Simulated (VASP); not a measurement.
# Fe (Pm-3m) in VASP: a series of runs

The runs below take Fe through relaxation of cell and atoms, with PBE.

All numbers are computed with VASP 6.6.1; they aren't measurements. Logs are shortened: lines on timing, memory, paths and dates and some standing lists are left out, and cuts for length are marked.

### 1 The cell of the first run

It takes space group Pm-3m (No. 221, cubic). The conventional cell has a = 1.911 Å, b = 1.911 Å, c = 1.911 Å, α = 90.00°, β = 90.00°, γ = 90.00°. Fe (site symmetry m-3m) has 6 Fe at 1.91 Å within 2.5 Å.

This isn't the form of Fe at room conditions, which is bcc.

### 2 Relaxation of cell and atoms, PBE, collinear spin, ferromagnetic start, target pressure 320 GPa, at which the enthalpy is minimised

INCAR

```
SYSTEM = Fe
PREC = Accurate ; ENCUT = 600
EDIFF = 1E-6 ; ISMEAR = -1
SIGMA = 0.1 ; LREAL = .False.
LASPH = .True. ; NELM = 150
ALGO = Normal ; ISIF = 3
LWAVE = .False. ; LCHARG = .False.
ISPIN = 2 ; MAGMOM = 2.5
LORBIT = 11 ; LMAXMIX = 4
GGA = PE ; IBRION = 2
NSW = 60 ; EDIFFG = -0.005
PSTRESS = 3200.0
```

KPOINTS

```
Automatic mesh
0
Gamma
  20 20 20
  0 0 0
```

POSCAR

```
Fe
1.0
    1.9112149954      0.0000000000      0.0000000000
    0.0000000000      1.9112149954      0.0000000000
    0.0000000000      0.0000000000      1.9112149954
Fe
1
Direct
    0.0000000000      0.0000000000      0.0000000000
```

Potentials or basis: VASP PAW PBE potentials, release 64 (Fe).

The run is started by

```console
cat potpaw_PBE.64/Fe/POTCAR > POTCAR
mpirun -np 1 vasp_std > vasp.out
```

OUTCAR:

```text
SYSTEM = Fe
   PREC = Accurate
   ENCUT = 600
   EDIFF = 1E-6
   ISMEAR = -1
   LREAL = .False.
   LASPH = .True.
   NELM = 150
   ISIF = 3
   ISPIN = 2
   LORBIT = 11
   GGA = PE
   IBRION = 2
   NSW = 60
   EDIFFG = -0.005
   PSTRESS = 3200.0

 ion  position               nearest neighbor table
   1  0.000  0.000  0.000-

  LATTYP: Found a simple cubic cell.
 ALAT       =     1.9112149954

  Lattice vectors:

 A1 = (   1.9112149954,   0.0000000000,   0.0000000000)
 A2 = (   0.0000000000,   1.9112149954,   0.0000000000)
 A3 = (   0.0000000000,   0.0000000000,   1.9112149954)

Analysis of symmetry for initial positions (statically):
=====================================================================
 Subroutine PRICEL returns:
 Original cell was already a primitive cell.

 Routine SETGRP: Setting up the symmetry group for a
 simple cubic supercell.

 Subroutine GETGRP returns: Found 48 space group operations
 (whereof 48 operations were pure point group operations)
 out of a pool of 48 trial point group operations.

The static configuration has the point symmetry O_h .

Analysis of symmetry for dynamics (positions and initial velocities):
=====================================================================
 Subroutine PRICEL returns:
 Original cell was already a primitive cell.

 Routine SETGRP: Setting up the symmetry group for a
 simple cubic supercell.

 Subroutine GETGRP returns: Found 48 space group operations
 (whereof 48 operations were pure point group operations)
 out of a pool of 48 trial point group operations.

The dynamic configuration has the point symmetry O_h .

Analysis of structural, dynamic, and magnetic symmetry:
=====================================================================
 Subroutine PRICEL returns:
 Original cell was already a primitive cell.

 Routine SETGRP: Setting up the symmetry group for a
 simple cubic supercell.

 Subroutine GETGRP returns: Found 48 space group operations
 (whereof 48 operations were pure point group operations)
 out of a pool of 48 trial point group operations.

The overall configuration has the point symmetry O_h .

 Subroutine INISYM returns: Found 48 space group operations
 (whereof 48 operations are pure point group operations),
 and found     1 'primitive' translations

----------------------------------------------------------------------------------------

                                     Primitive cell

  volume of cell :       6.9812

  direct lattice vectors                    reciprocal lattice vectors
     1.911214995  0.000000000  0.000000000     0.523227372  0.000000000  0.000000000
     0.000000000  1.911214995  0.000000000     0.000000000  0.523227372  0.000000000
     0.000000000  0.000000000  1.911214995     0.000000000  0.000000000  0.523227372

  length of vectors
     1.911214995  1.911214995  1.911214995     0.523227372  0.523227372  0.523227372

  position of ions in fractional coordinates (direct lattice)
     0.000000000  0.000000000  0.000000000

  ion indices of the primitive-cell ions
   primitive index   ion index
                 1           1

----------------------------------------------------------------------------------------

 KPOINTS: Automatic mesh

Automatic generation of k-mesh.
 Grid dimensions read from file:
 generate k-points for:   20   20   20

 Generating k-lattice:

  Cartesian coordinates                     Fractional coordinates (reciprocal lattice)
     0.026161369  0.000000000  0.000000000     0.050000000  0.000000000  0.000000000
     0.000000000  0.026161369  0.000000000     0.000000000  0.050000000  0.000000000
     0.000000000  0.000000000  0.026161369     0.000000000  0.000000000  0.050000000

  Length of vectors
     0.026161369  0.026161369  0.026161369

  Shift w.r.t. Gamma in fractional coordinates (k-lattice)
     0.000000000  0.000000000  0.000000000

 Subroutine IBZKPT returns following result:
 ===========================================

 Found    286 irreducible k-points:

 Following reciprocal coordinates:
            Coordinates               Weight
  0.000000  0.000000  0.000000      1.000000
  0.050000  0.000000  0.000000      6.000000
  0.100000  0.000000  0.000000      6.000000
  0.150000  0.000000  0.000000      6.000000
  0.200000  0.000000  0.000000      6.000000
  0.250000  0.000000  0.000000      6.000000
[... 16 lines left out ...]
  0.150000  0.100000  0.000000     24.000000
  0.200000  0.100000  0.000000     24.000000
 [... further k-points ...]
   k-points           NKPTS =    286   k-points in BZ     NKDIM =    286   number of bands    NBANDS=      9
   number of dos      NEDOS =    301   number of ions     NIONS =      1
   total plane-waves  NPLWV =   4096
   dimension x,y,z NGX =    16 NGY =   16 NGZ =   16
   dimension x,y,z NGXF=    32 NGYF=   32 NGZF=   32
   ions per type =               1
   NGX,Y,Z   is equivalent  to a cutoff of  13.92, 13.92, 13.92 a.u.
   NGXF,Y,Z  is equivalent  to a cutoff of  27.84, 27.84, 27.84 a.u.
 SYSTEM =  Fe
   PREC   = accura    normal or accurate (medium, high low for compatibility)
   ISTART =      0    job   : 0-new  1-cont  2-samecut
   ICHARG =      2    charge: 1-file 2-atom 10-const
   ISPIN  =      2    spin polarized calculation?
   LNONCOLLINEAR =      F non collinear calculations
   LSORBIT =      F    spin-orbit coupling
   LASPH  =      T    aspherical Exc in radial PAW
   ENCUT  =  600.0 eV  44.10 Ry    6.64 a.u.   3.82  3.82  3.82*2*pi/ulx,y,z
   NELM   =    150;   NELMIN=  2; NELMDL= -5     # of ELM steps
   EDIFF  = 0.1E-05   stopping-criterion for ELM
   LREAL  =      F    real-space projection
   EDIFFG = -.5E-02   stopping-criterion for IOM
   NSW    =     60    number of steps for IOM
   IBRION =      2    ionic relax: 0-MD 1-quasi-New 2-CG
   NFREE  =      1    steps in history (QN), initial steepest desc. (CG)
   ISIF   =      3    stress and relaxation
   ISYM   =      2    0-nonsym 1-usesym 2-fastsym
   POTIM  = 0.5000    time-step for ionic-motion
   TEBEG  =    0.0;   TEEND  =   0.0 temperature during run
   PSTRESS= 3200.0 pullay stress
   NELECT =       8.0000    total number of electrons
   NUPDOWN=      -1.0000    fix difference up-down
   EMIN   =  10.00;   EMAX   =-10.00  energy-range for DOS
   EFERMI =   0.00;   METHOD = LEGACY
   ISMEAR =    -1;   SIGMA  =   0.10  broadening in eV -4-tet -1-fermi 0-gaus
   EFERMI_NEDOS =   21; number of points for ismear=-14 and -15
   IALGO  =     38    algorithm
   IMIX   =      4    mixing-type and parameters
     AMIX     =   0.40;   BMIX     =  1.00
     AMIX_MAG =   1.60;   BMIX_MAG =  1.00
  volume/ion in A,a.u.               =       6.98        47.11
  Fermi-wavevector in a.u.,A,eV,Ry     =   1.713150  3.237383 39.931486  2.934881
  Thomas-Fermi vector in A             =   2.790947
   LORBIT       =     11    0 simple, 1 ext, 2 COOP (PROOUT), +10 PAW based schemes
   GGA     = PE    functional components
   LHFCALC =     F    Hartree Fock is set to
   AEXX    =    0.0000 exact exchange contribution
   IVDW    =     0    specifies the selected vdW correction
   LEPSILON=     F    determine dielectric tensor
   LRPA    =     F    only Hartree local field effects (RPA)
 conjugate gradient relaxation of ions
 spin polarized calculation
  energy-cutoff  :      600.00
  volume of cell :        6.98
 maximum number of plane-waves:       251
 NGX is ok and might be reduce to    16
   NGX =  7   NGY =  7   NGZ =  7

--------------------------------------- Ionic step        1  -------------------------------------------

 number of electron       7.9999995 magnetization      -0.0279224

 number of electron       7.9999995 magnetization       0.0002601

 Free energy of the ion-electron system (eV)
  ---------------------------------------------------
  ext. energy  EPLUGINS =         0.00000000
  ---------------------------------------------------
  free energy    TOTEN  =        -4.23843344 eV

  energy without entropy =       -4.20369369  energy(sigma->0) =       -4.22106357

------------------------ aborting loop because EDIFF is reached ----------------------------------------

  FORCE on cell =-STRESS in cart. coord.  units (eV):
  Direction    XX          YY          ZZ          XY          YZ          ZX
  --------------------------------------------------------------------------------------
  -------------------------------------------------------------------------------------
  Total       13.7999217     13.7999217     13.7999217     -0.0000000      0.0000000     -0.0000000
  in kB     3167.0766369   3167.0766369   3167.0766369     -0.0000000      0.0000000     -0.0000000
  external PRESSURE =     -32.9233631 kB  Pullay stress =    3200.0000000 kB

 VOLUME and BASIS-vectors are now :
 -----------------------------------------------------------------------------
  energy-cutoff  :      600.00
  volume of cell :        6.98
      direct lattice vectors                 reciprocal lattice vectors
     1.911214995  0.000000000  0.000000000     0.523227372  0.000000000  0.000000000
     0.000000000  1.911214995  0.000000000     0.000000000  0.523227372  0.000000000
     0.000000000  0.000000000  1.911214995     0.000000000  0.000000000  0.523227372
[... 85 lines left out ...]
  FREE ENERGIE OF THE ION-ELECTRON SYSTEM (eV)
  ---------------------------------------------------
  free  energy   TOTEN  =        -4.2064451747 eV

  energy  without entropy=       -4.1718385542  energy(sigma->0) =       -4.18914186

  enthalpy is  TOTEN    =         9.7048478456 eV   P V=       13.9112930202

--------------------------------------- Ionic step        4  -------------------------------------------

 number of electron       7.9999996 magnetization      -0.0000142

 number of electron       7.9999996 magnetization       0.0000135

 Free energy of the ion-electron system (eV)
  ---------------------------------------------------
  ext. energy  EPLUGINS =         0.00000000
  ---------------------------------------------------
  free energy    TOTEN  =        -4.21068217 eV

  energy without entropy =       -4.17605821  energy(sigma->0) =       -4.19337019

 E-fermi :  12.8583     XC(G=0): -15.9956

 val. band max:       12.8543200656   @ k =   0.3500   0.3500   0.0000
 cond. band min:      12.8640713092   @ k =   0.3000   0.2500   0.1000
 fundamental gap:      0.0097512436
 Fermi energy:        12.8583052997

 spin component 1

 k-point     1 :       0.0000    0.0000    0.0000
  band No.  band energies     occupation
      1       1.4002      1.00000
      2       5.2158      1.00000
      3       5.2158      1.00000
      4      14.8218      0.00000
      5      14.8218      0.00000
      6      14.8218      0.00000
      7      41.1845      0.00000
      8      41.1845      0.00000
      9      41.1845      0.00000

 k-point     2 :       0.0500    0.0000    0.0000
  band No.  band energies     occupation
      1       1.5248      1.00000
      2       5.2459      1.00000
      3       5.3304      1.00000
      4      14.7229      0.00000
      5      14.7229      0.00000
      6      14.8295      0.00000
      7      39.9707      0.00000
      8      41.3631      0.00000
      9      41.3631      0.00000
[... 253 lines left out ...]
 k-point    24 :       0.2000    0.1000    0.0000
  band No.  band energies     occupation
      1       3.5427      1.00000
      2       6.0006      1.00000
      3       7.1659      1.00000
      4      13.1578      0.04764
      5      13.5404      0.00109
      6      14.5831      0.00000
      7      32.7696      0.00000
      8      39.3747      0.00000
      9      44.4408      0.00000

 [... further k-points ...]

 spin component 2

 k-point     1 :       0.0000    0.0000    0.0000
  band No.  band energies     occupation
      1       1.4002      1.00000
      2       5.2158      1.00000
      3       5.2158      1.00000
      4      14.8218      0.00000
      5      14.8218      0.00000
      6      14.8218      0.00000
      7      41.1845      0.00000
      8      41.1845      0.00000
      9      41.1845      0.00000

 k-point     2 :       0.0500    0.0000    0.0000
  band No.  band energies     occupation
      1       1.5248      1.00000
      2       5.2459      1.00000
      3       5.3304      1.00000
      4      14.7229      0.00000
      5      14.7229      0.00000
      6      14.8295      0.00000
      7      39.9707      0.00000
      8      41.3631      0.00000
      9      41.3631      0.00000
[... 286 lines left out ...]
 POSITION                                       TOTAL-FORCE (eV/Angst)
 -----------------------------------------------------------------------------------
      0.00000      0.00000      0.00000         0.000000     -0.000000      0.000000
 -----------------------------------------------------------------------------------
    total drift:                               -0.000000     -0.000000      0.000000

  FREE ENERGIE OF THE ION-ELECTRON SYSTEM (eV)
  ---------------------------------------------------
  free  energy   TOTEN  =        -4.2106821747 eV

  energy  without entropy=       -4.1760582052  energy(sigma->0) =       -4.19337019

  enthalpy is  TOTEN    =         9.7048436659 eV   P V=       13.9155258406

 reached required accuracy - stopping structural energy minimisation

 total charge

# of ion       s       p       d       tot
------------------------------------------
    1        0.772   0.954   7.319   9.045

 magnetization (x)

# of ion       s       p       d       tot
------------------------------------------
    1       -0.000  -0.000  -0.000  -0.000
```

Run time: 56 s. Hardware: 1 thread of Intel Xeon 8259CL, shared host; peak memory 0.16 GiB.

Results:

* Free energy: -4.2107 eV
* Relaxed volume: 6.97 Å³/atom
* Relaxed cell: a = 1.910 Å, b = 1.910 Å, c = 1.910 Å, α = 90.00°, β = 90.00°, γ = 90.00°
* Space group after relaxing (to 0.1 Å): Pm-3m (No. 221)
* Energy change on relaxing (the run minimises the enthalpy): +27.8 meV/atom
* Ionic steps: 4
* Pressure after relaxing: 320.0 GPa
* Band gap on the k mesh: zero (filled and empty bands overlap)
* Net moment: 0.00 μB per cell

Step by step:
```csv
step,energy change (eV),largest force (eV/Å),pressure (GPa),volume (Å³)
1,0.0000,0.0000,316.71,6.98
2,0.2974,0.0000,344.84,6.84
3,0.0320,0.0000,320.50,6.97
4,0.0278,0.0000,319.98,6.97
```

Final structure:
```cif
data_structure
_symmetry_space_group_name_H-M 'P 1'
_symmetry_Int_Tables_number 1
_cell_length_a 1.9099
_cell_length_b 1.9099
_cell_length_c 1.9099
_cell_angle_alpha 90.000
_cell_angle_beta 90.000
_cell_angle_gamma 90.000
_cell_volume 6.97
loop_
_atom_site_label
_atom_site_type_symbol
_atom_site_fract_x
_atom_site_fract_y
_atom_site_fract_z
_atom_site_occupancy
Fe1 Fe 0.00000 0.00000 0.00000 1
```

Levels at points of the mesh, in eV from the Fermi level:
Spin up:
```csv
k point,band 1,band 2,band 3,band 4,band 5,band 6,band 7,band 8,band 9
"(0.00, 0.00, 0.00)",-11.46,-7.64,-7.64,1.96,1.96,1.96,28.33,28.33,28.33
"(0.50, 0.00, 0.00)",-6.31,-5.97,-2.07,-1.51,-1.51,2.28,10.86,28.81,37.08
"(0.50, 0.50, 0.00)",-10.28,-4.61,-0.74,-0.74,4.14,8.99,8.99,16.92,25.65
"(0.50, 0.50, 0.50)",-7.48,-7.48,-7.48,4.33,4.33,12.87,22.46,22.46,22.46
```
Spin down:
```
           k point  band 1  band 2  band 3  band 4  band 5  band 6  band 7  band 8
(0.00, 0.00, 0.00)  -11.46   -7.64   -7.64    1.96    1.96    1.96   28.33   28.33
(0.50, 0.00, 0.00)   -6.31   -5.97   -2.07   -1.51   -1.51    2.28   10.86   28.81
(0.50, 0.50, 0.00)  -10.28   -4.61   -0.74   -0.74    4.14    8.99    8.99   16.92
(0.50, 0.50, 0.50)   -7.48   -7.48   -7.48    4.33    4.33   12.87   22.46   22.46
```

Caveat: the cell is relaxed towards a set pressure, so the run minimises the enthalpy, not the energy; atoms lie so close that the PAW spheres overlap strongly, which falsifies energies and pressures; the moments typed at the start vanished in this run.

[end of part 1 of 2]
